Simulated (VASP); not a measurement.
Here is a VASP 6.6.1 calculation.

File INCAR:

```
SYSTEM = Si
PREC = Accurate
ENCUT = 520
EDIFF = 1E-6
ISMEAR = 0
SIGMA = 0.05
LREAL = .False.
LASPH = .True.
NELM = 80
ALGO = Normal
ISIF = 2
LWAVE = .False.
LCHARG = .False.
GGA = CA
NBANDS = 11
```

KPOINTS

```
Automatic mesh
0
Gamma
  12 12 12
  0 0 0
```

POSCAR

```
Si
1.0
    0.0000000000      2.7514389210      2.7480629224
    2.6028949793      0.0000000000      2.7480629224
    2.6028949793      2.7514389210      0.0000000000
Si
2
Direct
    0.5000000000      0.5000000000      0.5000000000
    0.7500000000      0.7500000000      0.7500000000
```

Potentials or basis: VASP PAW LDA potentials, release 64 (Si).

Launch:

```sh
$ cat potpaw_LDA.64/Si/POTCAR > POTCAR
$ mpirun -np 1 vasp_std > vasp.out
```

What does it give for the pressure?

0.1 GPa.

Predict the band gap on the k mesh.

zero (band 4 reaches 6.19 eV, above the bottom of band 5 at 6.06 eV).

Stress tensor (GPa, compression positive):
```
 3.21  0.00  0.00
 0.00 -1.59  0.00
 0.00  0.00 -1.45
```

Caveat: the cell differs from its parent crystal (strain +e along x and -e along y -0.0275, strain +e along z and -e/2 along x and y +0.0175).
